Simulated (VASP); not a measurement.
# Si3Ge (Fm-3m) in VASP: notebook

The runs below take Si3Ge through relaxation of cell and atoms, single point, with PBE.

Program: VASP 6.6.1. These are calculated values, not measurements. Logs are shortened: lines on timing, memory, paths and dates and some standing lists are left out, and cuts for length are marked.

### Step 1. The cell of the first run

The structure is cubic, space group Fm-3m (No. 225). The conventional cell has a = 6.345 Å, b = 6.345 Å, c = 6.345 Å, α = 90.00°, β = 90.00°, γ = 90.00°. Si (site symmetry -43m) has 10 Si at 2.75 to 3.17 Å and 4 Ge at 2.75 Å within 3.6 Å. Within 3.6 Å of Si (site symmetry m-3m) lie 8 Si at 2.75 Å and 6 Ge at 3.17 Å. Ge (site symmetry m-3m) has 14 Si at 2.75 to 3.17 Å within 3.6 Å.

### Step 2. Relaxation of cell and atoms, PBE

Input file INCAR:

```
SYSTEM = Si3Ge
PREC = Accurate
ENCUT = 600
EDIFF = 1E-7
ISMEAR = 0
SIGMA = 0.1
LREAL = .False.
LASPH = .True.
NELM = 80
ALGO = Normal
ISIF = 3
LWAVE = .False.
LCHARG = .False.
GGA = PE
IBRION = 2
NSW = 90
EDIFFG = -0.04
```

Input file KPOINTS:

```
Automatic mesh
0
Gamma
  6 6 6
  0 0 0
```

Input file POSCAR:

```
Si3Ge
1.0
    0.0000000000      3.1725725544      3.1725725544
    3.1725725544      0.0000000000      3.1725725544
    3.1725725544      3.1725725544      0.0000000000
Si Ge
3 1
Direct
    0.7500000000      0.7500000000      0.7500000000
    0.2500000000      0.2500000000      0.2500000000
    0.5000000000      0.5000000000      0.5000000000
    0.0000000000      0.0000000000      0.0000000000
```

Potentials or basis: VASP PAW PBE potentials, release 64 (Si, Ge_d).

Launch:

```console
cat potpaw_PBE.64/Si/POTCAR potpaw_PBE.64/Ge_d/POTCAR > POTCAR
mpirun -np 1 vasp_std > vasp.out
```

OUTCAR:

```text
SYSTEM = Si3Ge
   PREC = Accurate
   ENCUT = 600
   EDIFF = 1E-7
   ISMEAR = 0
   LREAL = .False.
   LASPH = .True.
   NELM = 80
   ISIF = 3
   GGA = PE
   IBRION = 2
   NSW = 90
   EDIFFG = -0.04

 ion  position               nearest neighbor table
   1  0.750  0.750  0.750-   3 2.75   3 2.75   3 2.75   3 2.75   4 2.75   4 2.75   4 2.75   4 2.75

   2  0.250  0.250  0.250-   4 2.75   4 2.75   4 2.75   3 2.75   4 2.75   3 2.75   3 2.75   3 2.75

   3  0.500  0.500  0.500-   2 2.75   2 2.75   2 2.75   1 2.75   2 2.75   1 2.75   1 2.75   1 2.75

   4  0.000  0.000  0.000-   1 2.75   1 2.75   1 2.75   1 2.75   2 2.75   2 2.75   2 2.75   2 2.75

  LATTYP: Found a face centered cubic cell.
 ALAT       =     6.3451451088

  Lattice vectors:

 A1 = (   0.0000000000,   3.1725725544,   3.1725725544)
 A2 = (   3.1725725544,   0.0000000000,   3.1725725544)
 A3 = (   3.1725725544,   3.1725725544,   0.0000000000)

Analysis of symmetry for initial positions (statically):
=====================================================================
 Subroutine PRICEL returns:
 Original cell was already a primitive cell.

 Routine SETGRP: Setting up the symmetry group for a
 face centered cubic supercell.

 Subroutine GETGRP returns: Found 48 space group operations
[... 9 lines left out ...]

 Routine SETGRP: Setting up the symmetry group for a
 face centered cubic supercell.

 Subroutine GETGRP returns: Found 48 space group operations
[... 11 lines left out ...]
                                     Primitive cell

  volume of cell :      63.8653

  direct lattice vectors                    reciprocal lattice vectors
     0.000000000  3.172572554  3.172572554    -0.157600809  0.157600809  0.157600809
     3.172572554  0.000000000  3.172572554     0.157600809 -0.157600809  0.157600809
     3.172572554  3.172572554  0.000000000     0.157600809  0.157600809 -0.157600809

  length of vectors
     4.486695134  4.486695134  4.486695134     0.272972608  0.272972608  0.272972608

  position of ions in fractional coordinates (direct lattice)
     0.750000000  0.750000000  0.750000000
     0.250000000  0.250000000  0.250000000
     0.500000000  0.500000000  0.500000000
     0.000000000  0.000000000  0.000000000

  ion indices of the primitive-cell ions
[... 125 lines left out ...]
  Total        0.3668193      0.3668193      0.3668193      0.0000000      0.0000000     -0.0000000
  in kB        9.2023369      9.2023369      9.2023369      0.0000000      0.0000000     -0.0000000
  external PRESSURE =       9.2023369 kB  Pullay stress =       0.0000000 kB

 VOLUME and BASIS-vectors are now :
 -----------------------------------------------------------------------------
  energy-cutoff  :      600.00
  volume of cell :       63.87
      direct lattice vectors                 reciprocal lattice vectors
     0.000000000  3.172572554  3.172572554    -0.157600809  0.157600809  0.157600809
     3.172572554  0.000000000  3.172572554     0.157600809 -0.157600809  0.157600809
     3.172572554  3.172572554  0.000000000     0.157600809  0.157600809 -0.157600809

 POSITION                                       TOTAL-FORCE (eV/Angst)
 -----------------------------------------------------------------------------------
      4.75886      4.75886      4.75886         0.000000      0.000000     -0.000000
      1.58629      1.58629      1.58629        -0.000000      0.000000      0.000000
      3.17257      3.17257      3.17257        -0.000000     -0.000000     -0.000000
      0.00000      0.00000      0.00000        -0.000000     -0.000000     -0.000000
 -----------------------------------------------------------------------------------
    total drift:                               -0.000000      0.000000      0.000000

  FREE ENERGIE OF THE ION-ELECTRON SYSTEM (eV)
  ---------------------------------------------------
  free  energy   TOTEN  =       -18.6106804084 eV

  energy  without entropy=      -18.6012768130  energy(sigma->0) =      -18.60597861

--------------------------------------- Ionic step        2  -------------------------------------------

 number of electron      26.0000007 magnetization

 Free energy of the ion-electron system (eV)
  ---------------------------------------------------
  ext. energy  EPLUGINS =         0.00000000
  ---------------------------------------------------
  free energy    TOTEN  =       -18.61264548 eV

  energy without entropy =      -18.60414414  energy(sigma->0) =      -18.60839481

 E-fermi :   8.4105     XC(G=0): -11.0846

 val. band max:        8.4038564505   @ k =  -0.3333   0.3333   0.0000
 cond. band min:       8.4819039071   @ k =   0.1667   0.1667   0.0000
 fundamental gap:      0.0780474566
 Fermi energy:         8.4105406031

 k-point     1 :       0.0000    0.0000    0.0000
  band No.  band energies     occupation
      1     -16.0572      2.00000
      2     -16.0572      2.00000
      3     -16.0572      2.00000
      4     -16.0439      2.00000
      5     -16.0439      2.00000
      6      -5.0345      2.00000
[... 297 lines left out ...]
      4     -16.0451      2.00000
      5     -16.0431      2.00000
      6      -1.3006      2.00000
[... 9 lines left out ...]
     16      12.7173      0.00000
     17      12.8050      0.00000

------------------------ aborting loop because EDIFF is reached ----------------------------------------

  FORCE on cell =-STRESS in cart. coord.  units (eV):
  Direction    XX          YY          ZZ          XY          YZ          ZX
  --------------------------------------------------------------------------------------
  -------------------------------------------------------------------------------------
  Total       -0.0575172     -0.0575172     -0.0575172      0.0000000     -0.0000000      0.0000000
  in kB       -1.4239420     -1.4239420     -1.4239420      0.0000000     -0.0000000      0.0000000
  external PRESSURE =      -1.4239420 kB  Pullay stress =       0.0000000 kB

 VOLUME and BASIS-vectors are now :
 -----------------------------------------------------------------------------
  energy-cutoff  :      600.00
  volume of cell :       64.72
      direct lattice vectors                 reciprocal lattice vectors
     0.000000000  3.186608284  3.186608284    -0.156906640  0.156906640  0.156906640
     3.186608284 -0.000000000  3.186608284     0.156906640 -0.156906640  0.156906640
     3.186608284  3.186608284 -0.000000000     0.156906640  0.156906640 -0.156906640

 POSITION                                       TOTAL-FORCE (eV/Angst)
 -----------------------------------------------------------------------------------
      4.77991      4.77991      4.77991        -0.000000     -0.000000     -0.000000
      1.59330      1.59330      1.59330         0.000000      0.000000      0.000000
      3.18661      3.18661      3.18661         0.000000      0.000000      0.000000
      3.18661      6.37322      3.18661         0.000000      0.000000      0.000000
 -----------------------------------------------------------------------------------
    total drift:                                0.000000      0.000000      0.000000

  FREE ENERGIE OF THE ION-ELECTRON SYSTEM (eV)
  ---------------------------------------------------
  free  energy   TOTEN  =       -18.6126454804 eV

  energy  without entropy=      -18.6041441387  energy(sigma->0) =      -18.60839481

 reached required accuracy - stopping structural energy minimisation
```

Run time: 15 s. Hardware: 1 thread of Intel Xeon 6975P-C (Granite Rapids), shared host; peak memory 0.21 GiB.

Results:

| Property | Result |
| --- | --- |
| Free energy | -18.6126 eV |
| Relaxed volume | 16.18 Å³/atom |
| Relaxed cell | a = 4.507 Å, b = 4.507 Å, c = 4.507 Å, α = 60.00°, β = 60.00°, γ = 60.00° |
| Space group after relaxing (to 0.05 Å) | Fm-3m (No. 225) |
| Energy gained by relaxing | 0.5 meV/atom |
| Ionic steps | 2 |
| Pressure after relaxing | -0.1 GPa |

The path:
```tsv
step	energy change (eV)	largest force (eV/Å)	pressure (GPa)	volume (Å³)
1	0.0000	0.0000	0.92	63.87
2	-0.0020	0.0000	-0.14	64.72
```

Final structure:
```
Si Ge
1.0
     0.00000    3.18661    3.18661
     3.18661    0.00000    3.18661
     3.18661    3.18661    0.00000
Si Ge
3 1
Direct
  0.75000 0.75000 0.75000
  0.25000 0.25000 0.25000
  0.50000 0.50000 0.50000
  0.00000 0.00000 0.00000
```

Caveat: the bands computed are all filled at some k points, so no gap is given.

### Step 3. Single point, PBE

This run uses another cell than the first one, of 15.90 Å³/atom, 0.996 times its volume.

Input file INCAR:

```
SYSTEM = Si3Ge
PREC = Accurate
ENCUT = 520
EDIFF = 1E-7
ISMEAR = 0
SIGMA = 0.1
LREAL = .FALSE.
LASPH = .TRUE.
NELM = 80
ALGO = Normal
ISIF = 2
LWAVE = .FALSE.
LCHARG = .FALSE.
GGA = PE
NBANDS = 21
```

Input file KPOINTS:

```
regular mesh
0
G
  12 12 12
  0 0 0
```

Input file POSCAR:

```
Si3Ge
1.0
    0.0000000000      3.1684937354      3.1684937354
    3.1684937354      0.0000000000      3.1684937354
    3.1684937354      3.1684937354      0.0000000000
Si Ge
3 1
Direct
    0.7500000000      0.7500000000      0.7500000000
    0.2500000000      0.2500000000      0.2500000000
    0.5000000000      0.5000000000      0.5000000000
    0.0000000000      0.0000000000      0.0000000000
```

Potentials or basis: VASP PAW PBE potentials, release 64 (Si, Ge_d).

Launch:

```console
cat potpaw_PBE.64/Si/POTCAR potpaw_PBE.64/Ge_d/POTCAR > POTCAR
mpirun -np 1 vasp_std > vasp.out
```

Run time: 34 s. Hardware: 1 thread of Intel Xeon 6975P-C (Granite Rapids), shared host; peak memory 0.25 GiB.

The run converged. Its results:

| Property | Result |
| --- | --- |
| Free energy | -18.6706 eV |
| Pressure | 0.0 GPa |
| Band gap on the k mesh | zero (band 13 reaches 11.66 eV, above the bottom of band 14 at 6.39 eV) |

Levels at points of the mesh, in eV from the Fermi level:
```tsv
k point	band 10	band 11	band 12	band 13	band 14	band 15	band 16	band 17
(0.00, 0.00, 0.00)	-2.53	-2.53	-2.36	-2.36	-2.36	-0.44	-0.44	-0.44
(0.50, 0.00, 0.00)	-3.46	-3.46	-3.33	-3.33	2.12	2.35	3.41	3.41
(0.50, 0.50, 0.00)	-6.02	-6.02	2.90	2.90	2.97	2.97	4.01	4.33
```

### Step 4. Relaxation of cell and atoms, PBE

This run uses another cell than the first one, of 16.16 Å³/atom, 1.012 times its volume.

Input file INCAR:

```
SYSTEM = Si3Ge
ALGO = Normal
EDIFF = 1E-7
EDIFFG = -0.01
ENCUT = 600
GGA = PE
IBRION = 2
ISIF = 3
ISMEAR = 0
LASPH = .TRUE.
LCHARG = .FALSE.
LREAL = .FALSE.
LWAVE = .FALSE.
NELM = 80
NSW = 100
PREC = Accurate
SIGMA = 0.1
```

Input file KPOINTS:

```
k-points
0
G
  12 12 12
  0 0 0
```

Input file POSCAR:

```
Si3Ge
1.0
    0.0000000000      3.1853913444      3.1853913444
    3.1853913444      0.0000000000      3.1853913444
    3.1853913444      3.1853913444      0.0000000000
Si Ge
3 1
Direct
    0.7500000000      0.7500000000      0.7500000000
    0.2500000000      0.2500000000      0.2500000000
    0.5000000000      0.5000000000      0.5000000000
    0.0000000000      0.0000000000      0.0000000000
```

Launch:

```console
cat potpaw_PBE.64/Si/POTCAR potpaw_PBE.64/Ge_d/POTCAR > POTCAR
mpirun -np 1 vasp_std > vasp.out
```

It took 68 s on 1 thread of Intel Xeon 6975P-C (Granite Rapids), shared host; peak memory 0.27 GiB.

Results (log left out):

* Free energy: -18.6709 eV
* Relaxed volume: 15.91 Å³/atom
* Relaxed cell: a = 4.481 Å, b = 4.481 Å, c = 4.481 Å, α = 60.00°, β = 60.00°, γ = 60.00°
* Space group after relaxing (to 0.05 Å): Fm-3m (No. 225)
* Energy gained by relaxing: 1.0 meV/atom
* Ionic steps: 3
* Pressure after relaxing: 0.0 GPa

Step by step:
```csv
step,energy change (eV),largest force (eV/Å),pressure (GPa),volume (Å³)
1,0.0000,0.0000,-1.28,64.64
2,-0.0040,0.0000,0.24,63.44
3,-0.0042,0.0000,0.02,63.62
```

Final structure:
```xyz
4
Lattice="0.0000 3.1685 3.1685 3.1685 0.0000 3.1685 3.1685 3.1685 0.0000" Properties=species:S:1:pos:R:3 pbc="T T T"
Si    4.7528    4.7528    4.7528
Si    1.5843    1.5843    1.5843
Si    3.1685    3.1685    3.1685
Ge    0.0000    0.0000    0.0000
```

Levels at points of the mesh, in eV from the Fermi level:
| k point | band 11 | band 12 | band 13 | band 14 | band 15 | band 16 |
| --- | --- | --- | --- | --- | --- | --- |
| (0.00, 0.00, 0.00) | -2.53 | -2.36 | -2.36 | -2.36 | -0.44 | -0.44 |
| (0.50, 0.00, 0.00) | -3.46 | -3.33 | -3.33 | 2.12 | 2.35 | 3.41 |
| (0.50, 0.50, 0.00) | -6.02 | 2.90 | 2.90 | 2.97 | 2.97 | 4.01 |

Caveat: the bands computed are all filled at some k points, so no gap is given.

### Step 5. Summary

```csv
task,cell,k mesh,cutoff (eV),pressure (GPa),relaxed volume (Å³/atom)
relaxation of cell and atoms,"relaxed from a = 4.487 Å, angles 60.0°, 4 atoms",6 × 6 × 6,600,-0.1,16.18
single point,"a = 4.481 Å, angles 60.0°, 4 atoms",12 × 12 × 12,520,0.0,-
relaxation of cell and atoms,"relaxed from a = 4.505 Å, angles 60.0°, 4 atoms",12 × 12 × 12,600,0.0,15.91
```

Alike in all rows: level PBE; potentials or basis VASP PAW PBE potentials, release 64 (Si, Ge_d); no spin polarisation; smearing gaussian 0.1 eV.

Caveats: the bands computed are all filled at some k points, so no gap is given (some runs).

Total energies depend on the potentials used, so only differences within one code and one set of settings carry meaning.
